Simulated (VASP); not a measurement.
# ReP2 (fluorite type) (Fm-3m) in VASP: single point with PBE

Aim: the single point of ReP2 (fluorite type) with PBE.

Program: VASP 6.6.1. These are calculated values, not measurements. Logs are shortened: lines on timing, memory, paths and dates and some standing lists are left out, and cuts for length are marked.

## Step 1: The cell of the first run

The structure is cubic, space group Fm-3m (No. 225). The conventional cell has a = 5.747 Å, b = 5.747 Å, c = 5.747 Å, α = 90.00°, β = 90.00°, γ = 90.00°. Within 3.3 Å of Re (site symmetry m-3m) lie 8 P at 2.49 Å. Within 3.3 Å of P (site symmetry -43m) lie 4 Re at 2.49 Å and 6 P at 2.87 Å.

## Step 2: Single point, PBE, non-collinear spin, zero start, spin-orbit coupling

The input, INCAR:

```
SYSTEM = ReP2
ALGO = Normal
EDIFF = 1E-6
ENCUT = 520
GGA = PE
GGA_COMPAT = .FALSE.
ISIF = 2
ISMEAR = -1
LASPH = .TRUE.
LCHARG = .FALSE.
LMAXMIX = 4
LNONCOLLINEAR = .TRUE.
LORBIT = 11
LORBMOM = .TRUE.
LREAL = .FALSE.
LSORBIT = .TRUE.
LWAVE = .FALSE.
MAGMOM = 0 0 0 0 0 0 0 0 0
NBANDS = 30
NELM = 150
PREC = Accurate
SIGMA = 0.03
```

The input, KPOINTS:

```
k-points
0
G
  11 11 11
  0 0 0
```

The input, POSCAR:

```
ReP2
1.0
    0.0000000000      2.8737016143      2.8737016143
    2.8737016143      0.0000000000      2.8737016143
    2.8737016143      2.8737016143      0.0000000000
Re P
1 2
Direct
    0.0000000000      0.0000000000      0.0000000000
    0.2500000000      0.2500000000      0.2500000000
    0.7500000000      0.7500000000      0.7500000000
```

Potentials or basis: VASP PAW PBE potentials, release 64 (Re, P).

Started as:

```console
$ cat potpaw_PBE.64/Re/POTCAR potpaw_PBE.64/P/POTCAR > POTCAR
$ mpirun -np 1 vasp_ncl > vasp.out
```

OUTCAR:

```text
SYSTEM = ReP2
   EDIFF = 1E-6
   ENCUT = 520
   GGA = PE
   ISIF = 2
   ISMEAR = -1
   LASPH = .TRUE.
   LNONCOLLINEAR = .TRUE.
   LORBIT = 11
   LREAL = .FALSE.
   LSORBIT = .TRUE.
   NELM = 150
   PREC = Accurate

 ion  position               nearest neighbor table
   1  0.000  0.000  0.000-   3 2.49   3 2.49   3 2.49   2 2.49   3 2.49   2 2.49   2 2.49   2 2.49

   2  0.250  0.250  0.250-   1 2.49   1 2.49   1 2.49   1 2.49   3 2.87   3 2.87   3 2.87   3 2.87
                             3 2.87   3 2.87
   3  0.750  0.750  0.750-   1 2.49   1 2.49   1 2.49   1 2.49   2 2.87   2 2.87   2 2.87   2 2.87
                             2 2.87   2 2.87

  LATTYP: Found a face centered cubic cell.
 ALAT       =     5.7474032286

  Lattice vectors:

 A1 = (   0.0000000000,   2.8737016143,   2.8737016143)
 A2 = (   2.8737016143,   0.0000000000,   2.8737016143)
 A3 = (   2.8737016143,   2.8737016143,   0.0000000000)

Analysis of symmetry for initial positions (statically):
=====================================================================
 Subroutine PRICEL returns:
 Original cell was already a primitive cell.

 Routine SETGRP: Setting up the symmetry group for a
 face centered cubic supercell.

 Subroutine GETGRP returns: Found 48 space group operations
 (whereof 48 operations were pure point group operations)
 out of a pool of 48 trial point group operations.

The static configuration has the point symmetry O_h .

Analysis of symmetry for dynamics (positions and initial velocities):
=====================================================================
 Subroutine PRICEL returns:
 Original cell was already a primitive cell.

 Routine SETGRP: Setting up the symmetry group for a
 face centered cubic supercell.

 Subroutine GETGRP returns: Found 48 space group operations
 (whereof 48 operations were pure point group operations)
 out of a pool of 48 trial point group operations.

The dynamic configuration has the point symmetry O_h .

Analysis of structural, dynamic, and magnetic symmetry:
=====================================================================
 Subroutine PRICEL returns:
 Original cell was already a primitive cell.

 Routine SETGRP: Setting up the symmetry group for a
 face centered cubic supercell.

 Subroutine GETGRP returns: Found 48 space group operations
 (whereof 48 operations were pure point group operations)
 out of a pool of 48 trial point group operations.

The overall configuration has the point symmetry O_h .

 Subroutine INISYM returns: Found 48 space group operations
 (whereof 48 operations are pure point group operations),
 and found     1 'primitive' translations

----------------------------------------------------------------------------------------

                                     Primitive cell

  volume of cell :      47.4630

  direct lattice vectors                    reciprocal lattice vectors
     0.000000000  2.873701614  2.873701614    -0.173991620  0.173991620  0.173991620
     2.873701614  0.000000000  2.873701614     0.173991620 -0.173991620  0.173991620
     2.873701614  2.873701614  0.000000000     0.173991620  0.173991620 -0.173991620

  length of vectors
     4.064027797  4.064027797  4.064027797     0.301362326  0.301362326  0.301362326

  position of ions in fractional coordinates (direct lattice)
     0.000000000  0.000000000  0.000000000
     0.250000000  0.250000000  0.250000000
     0.750000000  0.750000000  0.750000000

  ion indices of the primitive-cell ions
   primitive index   ion index
                 1           1
                 2           2
                 3           3

----------------------------------------------------------------------------------------

 KPOINTS: k-points

Automatic generation of k-mesh.
 Grid dimensions read from file:
 generate k-points for:   11   11   11

[... 102 lines left out ...]

 number of electron      16.9999998 magnetization      -0.0000000     -0.0000000      0.0000000

 number of electron      16.9999998 magnetization      -0.0000000     -0.0000000     -0.0000000

 Free energy of the ion-electron system (eV)
  ---------------------------------------------------
  ext. energy  EPLUGINS =         0.00000000
  ---------------------------------------------------
  free energy    TOTEN  =       -23.09373587 eV

  energy without entropy =      -23.08726551  energy(sigma->0) =      -23.09050069

 E-fermi :   7.7518     XC(G=0): -11.5494

 val. band max:        7.7239124575   @ k =   0.4545   0.0909   0.0000
 cond. band min:       7.7617786206   @ k =   0.3636   0.2727   0.0000
 fundamental gap:      0.0378661631
 Fermi energy:         7.7517901875

 k-point     1 :       0.0000    0.0000    0.0000
  band No.  band energies     occupation
      1      -6.4868      1.00000
      2      -6.4868      1.00000
      3       1.2008      1.00000
      4       1.2008      1.00000
      5       1.8483      1.00000
      6       1.8483      1.00000
[... 757 lines left out ...]
     28      14.3429      0.00000
     29      14.8142      0.00000

 [... further k-points ...]

 [bands above 29 left out]

------------------------ aborting loop because EDIFF is reached ----------------------------------------

  FORCE on cell =-STRESS in cart. coord.  units (eV):
  Direction    XX          YY          ZZ          XY          YZ          ZX
  --------------------------------------------------------------------------------------
  -------------------------------------------------------------------------------------
  Total        0.1618457      0.1618457      0.1618457      0.0000000      0.0000000      0.0000000
  in kB        5.4633210      5.4633210      5.4633210      0.0000000      0.0000000      0.0000000
  external PRESSURE =       5.4633210 kB  Pullay stress =       0.0000000 kB

 VOLUME and BASIS-vectors are now :
 -----------------------------------------------------------------------------
  energy-cutoff  :      520.00
  volume of cell :       47.46
      direct lattice vectors                 reciprocal lattice vectors
     0.000000000  2.873701614  2.873701614    -0.173991620  0.173991620  0.173991620
     2.873701614  0.000000000  2.873701614     0.173991620 -0.173991620  0.173991620
     2.873701614  2.873701614  0.000000000     0.173991620  0.173991620 -0.173991620

 POSITION                                       TOTAL-FORCE (eV/Angst)
 -----------------------------------------------------------------------------------
      0.00000      0.00000      0.00000        -0.000000     -0.000000      0.000000
      1.43685      1.43685      1.43685         0.000000      0.000000      0.000000
      4.31055      4.31055      4.31055        -0.000000     -0.000000     -0.000000
 -----------------------------------------------------------------------------------
    total drift:                                0.000000      0.000000      0.000000

  FREE ENERGIE OF THE ION-ELECTRON SYSTEM (eV)
  ---------------------------------------------------
  free  energy   TOTEN  =       -23.0937358745 eV

  energy  without entropy=      -23.0872655142  energy(sigma->0) =      -23.09050069

 orbital moment (x)

 # of ion     p       d       tot
 ----------------------------------------
  1        -0.000   0.000   0.000
  2         0.000   0.000   0.000
  3         0.000   0.000   0.000
 ----------------------------------------
            0.000   0.000   0.000

 orbital moment (y)

 # of ion     p       d       tot
 ----------------------------------------
  1        -0.000  -0.000  -0.000
  2        -0.000   0.000  -0.000
  3        -0.000   0.000  -0.000
 ----------------------------------------
           -0.000  -0.000  -0.000

 orbital moment (z)

 # of ion     p       d       tot
 ----------------------------------------
  1         0.000   0.000   0.000
  2         0.000   0.000   0.000
  3         0.000   0.000   0.000
 ----------------------------------------
            0.000   0.000   0.000

 Spin-Orbit-Coupling matrix elements

 Ion:    1  E_soc:     -0.5945673
 l=   1
     0.0000000    -0.0349301    -0.0349301
    -0.0349301     0.0000000    -0.0349301
    -0.0349301    -0.0349301     0.0000000
 l=   2
     0.0000000    -0.0103887     0.0000000    -0.0103887    -0.0537758
    -0.0103887     0.0000000    -0.0403318    -0.0103887    -0.0134439
     0.0000000    -0.0403318     0.0000000    -0.0403318     0.0000000
    -0.0103887    -0.0103887    -0.0403318     0.0000000    -0.0134439
    -0.0537758    -0.0134439     0.0000000    -0.0134439     0.0000000
 l=   3
     0.0000000     0.0000000     0.0000000     0.0000000     0.0000000     0.0000000     0.0000000
     0.0000000     0.0000000     0.0000000     0.0000000     0.0000000     0.0000000     0.0000000
     0.0000000     0.0000000     0.0000000     0.0000000     0.0000000     0.0000000     0.0000000
     0.0000000     0.0000000     0.0000000     0.0000000     0.0000000     0.0000000     0.0000000
[... 29 lines left out ...]
 l=   2
     0.0000000     0.0000000     0.0000000     0.0000000     0.0000000
     0.0000000     0.0000000     0.0000000     0.0000000     0.0000000
     0.0000000     0.0000000     0.0000000     0.0000000     0.0000000
     0.0000000     0.0000000     0.0000000     0.0000000     0.0000000
     0.0000000     0.0000000     0.0000000     0.0000000     0.0000000
 l=   3
     0.0000000     0.0000000     0.0000000     0.0000000     0.0000000     0.0000000     0.0000000
     0.0000000     0.0000000     0.0000000     0.0000000     0.0000000     0.0000000     0.0000000
     0.0000000     0.0000000     0.0000000     0.0000000     0.0000000     0.0000000     0.0000000
     0.0000000     0.0000000     0.0000000     0.0000000     0.0000000     0.0000000     0.0000000
     0.0000000     0.0000000     0.0000000     0.0000000     0.0000000     0.0000000     0.0000000
     0.0000000     0.0000000     0.0000000     0.0000000     0.0000000     0.0000000     0.0000000
     0.0000000     0.0000000     0.0000000     0.0000000     0.0000000     0.0000000     0.0000000

 total charge

# of ion       s       p       d       tot
------------------------------------------
    1        0.589   0.583   5.031   6.203
    2        1.067   1.337   0.000   2.404
    3        1.067   1.337   0.000   2.404
--------------------------------------------------
tot          2.723   3.258   5.031  11.012

 magnetization (x)

# of ion       s       p       d       tot
------------------------------------------
    1        0.000   0.000   0.000   0.000
    2       -0.000   0.000   0.000  -0.000
    3       -0.000   0.000   0.000   0.000
--------------------------------------------------
tot         -0.000   0.000   0.000   0.000

 magnetization (y)

# of ion       s       p       d       tot
------------------------------------------
    1        0.000   0.000  -0.000  -0.000
    2        0.000   0.000   0.000   0.000
    3        0.000  -0.000   0.000  -0.000
--------------------------------------------------
tot          0.000  -0.000  -0.000  -0.000

 magnetization (z)

# of ion       s       p       d       tot
------------------------------------------
    1        0.000   0.000   0.000   0.000
    2        0.000   0.000   0.000   0.000
    3        0.000   0.000   0.000   0.000
--------------------------------------------------
tot          0.000   0.000   0.000   0.000
```

Wall time 2.6 min (1 thread of AMD EPYC 7R13 (Zen 3), shared host); peak memory 0.31 GiB.

Results:

```
Free energy                                           : -23.0937 eV
Pressure                                              : 0.5 GPa
Net moment                                            : 0.00 μB per cell
Valence electrons inside the program's atomic spheres : Re 6.20; P 2.40
```

Moments on the atoms (μB; x, y, z):
```
Re  0.00 0.00 0.00
P   0.00 0.00 0.00
P   0.00 0.00 0.00
```
